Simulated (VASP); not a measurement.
# PbSe (Fm-3m) in VASP: further runs

Runs on PbSe. Level: PBE. Tasks: electric field gradients.

Program: VASP 6.6.1. These are calculated values, not measurements. Logs are shortened: lines on timing, memory, paths and dates and some standing lists are left out, and cuts for length are marked.

### Step 1. The cell of the first run

Symmetry: Fm-3m, No. 225, cubic system. Conventional cell: a = 6.083 Å, b = 6.083 Å, c = 6.083 Å, α = 90.00°, β = 90.00°, γ = 90.00°. Pb (site symmetry m-3m) has 6 Se at 3.04 Å within 4.0 Å. Se (site symmetry m-3m) has 6 Pb at 3.04 Å within 4.0 Å.

### Step 2. Electric field gradients, PBE (volume scaled by 0.98)

INCAR reads:

```
  ALGO = Normal
  EDIFF = 1E-8
  ENCUT = 520
  GGA = PE
  ISIF = 2
  ISMEAR = -1
  LASPH = True
  LCHARG = False
  LEFG = True
  LREAL = False
  LWAVE = False
  NBANDS = 17
  NELM = 60
  PREC = Accurate
  SIGMA = 0.01
```

KPOINTS reads:

```
k-points
0
Gamma
  9 9 9
```

POSCAR reads:

```
PbSe
1.0
    0.0000000000      3.0415980385      3.0415980385
    3.0415980385      0.0000000000      3.0415980385
    3.0415980385      3.0415980385      0.0000000000
Pb Se
1 1
Direct
    0.0000000000      0.0000000000      0.0000000000
    0.5000000000      0.5000000000      0.5000000000
```

Potentials or basis: VASP PAW PBE potentials, release 64 (Pb_d, Se).

Run with:

```sh
$ cat potpaw_PBE.64/Pb_d/POTCAR potpaw_PBE.64/Se/POTCAR > POTCAR
$ mpirun -np 1 vasp_std > vasp.out
```

OUTCAR:

```text
EDIFF = 1E-8
   ENCUT = 520
   GGA = PE
   ISIF = 2
   ISMEAR = -1
   LASPH = True
   LREAL = False
   NELM = 60
   PREC = Accurate

 ion  position               nearest neighbor table
   1  0.000  0.000  0.000-   2 3.04   2 3.04   2 3.04   2 3.04   2 3.04   2 3.04
   2  0.500  0.500  0.500-   1 3.04   1 3.04   1 3.04   1 3.04   1 3.04   1 3.04

  LATTYP: Found a face centered cubic cell.
 ALAT       =     6.0831960770

  Lattice vectors:

 A1 = (   0.0000000000,   3.0415980385,   3.0415980385)
 A2 = (   3.0415980385,   0.0000000000,   3.0415980385)
 A3 = (   3.0415980385,   3.0415980385,   0.0000000000)

Analysis of symmetry for initial positions (statically):
=====================================================================
 Subroutine PRICEL returns:
 Original cell was already a primitive cell.

 Routine SETGRP: Setting up the symmetry group for a
 face centered cubic supercell.

 Subroutine GETGRP returns: Found 48 space group operations
 (whereof 48 operations were pure point group operations)
 out of a pool of 48 trial point group operations.

The static configuration has the point symmetry O_h .

Analysis of symmetry for dynamics (positions and initial velocities):
=====================================================================
 Subroutine PRICEL returns:
 Original cell was already a primitive cell.

 Routine SETGRP: Setting up the symmetry group for a
 face centered cubic supercell.

 Subroutine GETGRP returns: Found 48 space group operations
 (whereof 48 operations were pure point group operations)
 out of a pool of 48 trial point group operations.

The dynamic configuration has the point symmetry O_h .

 Subroutine INISYM returns: Found 48 space group operations
 (whereof 48 operations are pure point group operations),
 and found     1 'primitive' translations

----------------------------------------------------------------------------------------

                                     Primitive cell

  volume of cell :      56.2776

  direct lattice vectors                    reciprocal lattice vectors
     0.000000000  3.041598039  3.041598039    -0.164387271  0.164387271  0.164387271
     3.041598039  0.000000000  3.041598039     0.164387271 -0.164387271  0.164387271
     3.041598039  3.041598039  0.000000000     0.164387271  0.164387271 -0.164387271

  length of vectors
     4.301469197  4.301469197  4.301469197     0.284727105  0.284727105  0.284727105

  position of ions in fractional coordinates (direct lattice)
     0.000000000  0.000000000  0.000000000
     0.500000000  0.500000000  0.500000000

  ion indices of the primitive-cell ions
   primitive index   ion index
                 1           1
                 2           2

----------------------------------------------------------------------------------------

 KPOINTS: k-points

Automatic generation of k-mesh.
 Grid dimensions read from file:
 generate k-points for:    9    9    9

 Generating k-lattice:

  Cartesian coordinates                     Fractional coordinates (reciprocal lattice)
    -0.018265252  0.018265252  0.018265252     0.111111111  0.000000000  0.000000000
     0.018265252 -0.018265252  0.018265252     0.000000000  0.111111111  0.000000000
     0.018265252  0.018265252 -0.018265252     0.000000000  0.000000000  0.111111111

  Length of vectors
     0.031636345  0.031636345  0.031636345

  Shift w.r.t. Gamma in fractional coordinates (k-lattice)
     0.000000000  0.000000000  0.000000000

 Subroutine IBZKPT returns following result:
 ===========================================

 Found     35 irreducible k-points:

 Following reciprocal coordinates:
            Coordinates               Weight
  0.000000  0.000000  0.000000      1.000000
  0.111111  0.000000  0.000000      8.000000
  0.222222  0.000000  0.000000      8.000000
  0.333333  0.000000  0.000000      8.000000
  0.444444  0.000000  0.000000      8.000000
  0.111111  0.111111  0.000000      6.000000
[... 16 lines left out ...]
 -0.333333  0.333333  0.000000     12.000000
  0.444444  0.444444  0.000000      6.000000
 [... further k-points ...]
   k-points           NKPTS =     35   k-points in BZ     NKDIM =     35   number of bands    NBANDS=     17
   number of dos      NEDOS =    301   number of ions     NIONS =      2
   total plane-waves  NPLWV =  32768
   dimension x,y,z NGX =    32 NGY =   32 NGZ =   32
   dimension x,y,z NGXF=    64 NGYF=   64 NGZF=   64
   ions per type =               1   1
   NGX,Y,Z   is equivalent  to a cutoff of  12.37, 12.37, 12.37 a.u.
   NGXF,Y,Z  is equivalent  to a cutoff of  24.74, 24.74, 24.74 a.u.
 SYSTEM =  unknown system
   PREC   = accura    normal or accurate (medium, high low for compatibility)
   ISTART =      0    job   : 0-new  1-cont  2-samecut
   ICHARG =      2    charge: 1-file 2-atom 10-const
   ISPIN  =      1    spin polarized calculation?
   LNONCOLLINEAR =      F non collinear calculations
   LSORBIT =      F    spin-orbit coupling
   LASPH  =      T    aspherical Exc in radial PAW
   ENCUT  =  520.0 eV  38.22 Ry    6.18 a.u.   8.00  8.00  8.00*2*pi/ulx,y,z
   NELM   =     60;   NELMIN=  2; NELMDL= -5     # of ELM steps
   EDIFF  = 0.1E-07   stopping-criterion for ELM
   LREAL  =      F    real-space projection
   EDIFFG = 0.1E-06   stopping-criterion for IOM
   NSW    =      0    number of steps for IOM
   IBRION =     -1    ionic relax: 0-MD 1-quasi-New 2-CG
   NFREE  =      0    steps in history (QN), initial steepest desc. (CG)
   ISIF   =      2    stress and relaxation
   ISYM   =      2    0-nonsym 1-usesym 2-fastsym
   POTIM  = 0.5000    time-step for ionic-motion
   TEBEG  =    0.0;   TEEND  =   0.0 temperature during run
   PSTRESS=    0.0 pullay stress
   NELECT =      20.0000    total number of electrons
   NUPDOWN=      -1.0000    fix difference up-down
   EMIN   =  10.00;   EMAX   =-10.00  energy-range for DOS
   EFERMI =   0.00;   METHOD = LEGACY
   ISMEAR =    -1;   SIGMA  =   0.01  broadening in eV -4-tet -1-fermi 0-gaus
   EFERMI_NEDOS =   21; number of points for ismear=-14 and -15
   IALGO  =     38    algorithm
   IMIX   =      4    mixing-type and parameters
     AMIX     =   0.40;   BMIX     =  1.00
     AMIX_MAG =   1.60;   BMIX_MAG =  1.00
  volume/ion in A,a.u.               =      28.14       189.89
  Fermi-wavevector in a.u.,A,eV,Ry     =   1.159595  2.191317 18.295219  1.344661
  Thomas-Fermi vector in A             =   2.296186
   LORBIT       =      0    0 simple, 1 ext, 2 COOP (PROOUT), +10 PAW based schemes
   GGA     = PE    functional components
   LHFCALC =     F    Hartree Fock is set to
   AEXX    =    0.0000 exact exchange contribution
   IVDW    =     0    specifies the selected vdW correction
   LEPSILON=     F    determine dielectric tensor
   LRPA    =     F    only Hartree local field effects (RPA)
 non-spin polarized calculation
  energy-cutoff  :      520.00
  volume of cell :       56.28
 maximum number of plane-waves:      1536
   NGX = 15   NGY = 15   NGZ = 15

 number of electron      20.0000005 magnetization

 Free energy of the ion-electron system (eV)
  ---------------------------------------------------
  ext. energy  EPLUGINS =         0.00000000
  ---------------------------------------------------
  free energy    TOTEN  =        -8.15840039 eV

  energy without entropy =       -8.15840039  energy(sigma->0) =       -8.15840039

 E-fermi :   5.3775     XC(G=0):  -9.6173

 val. band max:        5.1221069771   @ k =   0.4444   0.0000   0.0000
 cond. band min:       5.7911823549   @ k =   0.4444   0.0000   0.0000
 fundamental gap:      0.6690753778
 Fermi energy:         5.3774684999

 k-point     1 :       0.0000    0.0000    0.0000
  band No.  band energies     occupation
      1     -11.5656      2.00000
      2     -11.5656      2.00000
      3     -11.5656      2.00000
      4     -11.5626      2.00000
      5     -11.5626      2.00000
      6      -8.4525      2.00000
[... 9 lines left out ...]
     16      11.7774      0.00000
     17      13.4174      0.00000

 k-point     2 :       0.1111    0.0000    0.0000
  band No.  band energies     occupation
      1     -11.5665      2.00000
      2     -11.5665      2.00000
      3     -11.5651      2.00000
      4     -11.5607      2.00000
      5     -11.5607      2.00000
      6      -8.3554      2.00000
[... 9 lines left out ...]
     16      12.0602      0.00000
     17      14.4115      0.00000
[... 421 lines left out ...]
 k-point    24 :       0.4444    0.4444    0.0000
  band No.  band energies     occupation
      1     -11.6980      2.00000
      2     -11.5847      2.00000
      3     -11.5428      2.00000
      4     -11.5190      2.00000
      5     -11.5190      2.00000
      6      -7.0031      2.00000
[... 9 lines left out ...]
     16      16.9366      0.00000
     17      17.8838      0.00000

 [... further k-points ...]
[... 5 lines left out ...]
  --------------------------------------------------------------------------------------
  -------------------------------------------------------------------------------------
  Total        1.2333618      1.2333618      1.2333618      0.0000000      0.0000000      0.0000000
  in kB       35.1128138     35.1128138     35.1128138      0.0000000      0.0000000      0.0000000
  external PRESSURE =      35.1128138 kB  Pullay stress =       0.0000000 kB

 VOLUME and BASIS-vectors are now :
 -----------------------------------------------------------------------------
  energy-cutoff  :      520.00
  volume of cell :       56.28
      direct lattice vectors                 reciprocal lattice vectors
     0.000000000  3.041598039  3.041598039    -0.164387271  0.164387271  0.164387271
     3.041598039  0.000000000  3.041598039     0.164387271 -0.164387271  0.164387271
     3.041598039  3.041598039  0.000000000     0.164387271  0.164387271 -0.164387271

 POSITION                                       TOTAL-FORCE (eV/Angst)
 -----------------------------------------------------------------------------------
      0.00000      0.00000      0.00000        -0.000000     -0.000000      0.000000
      3.04160      3.04160      3.04160         0.000000      0.000000     -0.000000
 -----------------------------------------------------------------------------------
    total drift:                                0.000000     -0.000000     -0.000000

  FREE ENERGIE OF THE ION-ELECTRON SYSTEM (eV)
  ---------------------------------------------------
  free  energy   TOTEN  =        -8.1584003949 eV

  energy  without entropy=       -8.1584003949  energy(sigma->0) =       -8.15840039

 Electric field gradients (V/A^2)
---------------------------------------------------------------------
 ion       V_xx      V_yy      V_zz      V_xy      V_xz      V_yz
---------------------------------------------------------------------
   1      -0.000    -0.000     0.000    -0.000    -0.000    -0.000
   2       0.000     0.000     0.000     0.000     0.000     0.000
---------------------------------------------------------------------

 Electric field gradients after diagonalization (V/A^2)
 (convention: |V_zz| > |V_xx| > |V_yy|)
----------------------------------------------------------------------
 ion       V_xx      V_yy      V_zz     asymmetry (V_yy - V_xx)/ V_zz
----------------------------------------------------------------------
   1       0.000     0.000    -0.000       0.000
   2      -0.000    -0.000     0.000       0.000
----------------------------------------------------------------------

           NMR quadrupolar parameters

 Cq : quadrupolar parameter    Cq=e*Q*V_zz/h
 eta: asymmetry parameters     (V_yy - V_xx)/ V_zz
 Q  : nuclear electric quadrupole moment in mb (millibarn)
----------------------------------------------------------------------
 ion       Cq(MHz)       eta       Q (mb)
----------------------------------------------------------------------
   1      -0.000       0.000       1.000
   2       0.000       0.000       1.000
----------------------------------------------------------------------
```

It took 42 s on 1 thread of Intel Xeon 6975P-C, shared host; peak memory 0.19 GiB.

What came out:

```
Free energy : -8.1584 eV
Pressure    : 3.5 GPa
```

Caveat: this odd mesh misses L, where the gap lies, so gap, dielectric constants and Born charges aren't listed; without QUAD_EFG the Cq values of the log hold for a quadrupole moment of 1 mb, not for the nuclei; spin-orbit coupling is left out, which moves the levels of the heavy elements.

(Part 1 of 3 ends here.)
